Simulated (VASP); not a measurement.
Runs of VASP 6.6.1 on Bi2Se3. The structure is that of space group R-3m (No. 166), or close to it. The cells are those of the table. 

```tsv
level	potentials or basis	cell	cutoff (eV)	gap on the mesh (eV)	pressure (GPa)	largest force (eV/Å)
LDA	VASP PAW LDA potentials, release 64 (Bi_d, Se)	a = 9.840 Å, angles 24.3°, 5 atoms	520	0.09	-1.7	0.14
b88 exchange, pbe correlation	VASP PAW PBE potentials, release 64 (Bi_d, Se)	a = 10.033 Å, angles 24.3°, 5 atoms	500	0.25	-1.1	0.27
revPBE	VASP PAW PBE potentials, release 64 (Bi_d, Se)	a = 9.840 Å, angles 24.3°, 5 atoms	520	(a)	3.8	0.17
LDA	VASP PAW LDA potentials, release 64 (Bi_d, Se)	a = 9.906 Å, angles 24.3°, 5 atoms	520	0.10	-2.8	0.13
LDA	VASP PAW LDA potentials, release 64 (Bi_d, Se)	a = 9.970 Å, angles 24.3°, 5 atoms	520	(c)	(b)	0.26
```

Alike in all rows: task single point; no spin polarisation; k mesh 8 × 8 × 8; smearing fermi-dirac 0.05 eV.

Problem. Fill in the values left out.

Solution. (a) 0.27; (b) -3.8; (c) 0.12.

Caveats: spin-orbit coupling is left out, which moves the levels of the heavy elements; the PAW data sets were made with another functional, which shifts forces and pressure a little (at least some runs); the cell stands under pressure (at least some runs); the cell stands under tension (at least some runs).

A k mesh can miss the band edges, and the runs leave out spin-orbit coupling on Bi, Se.
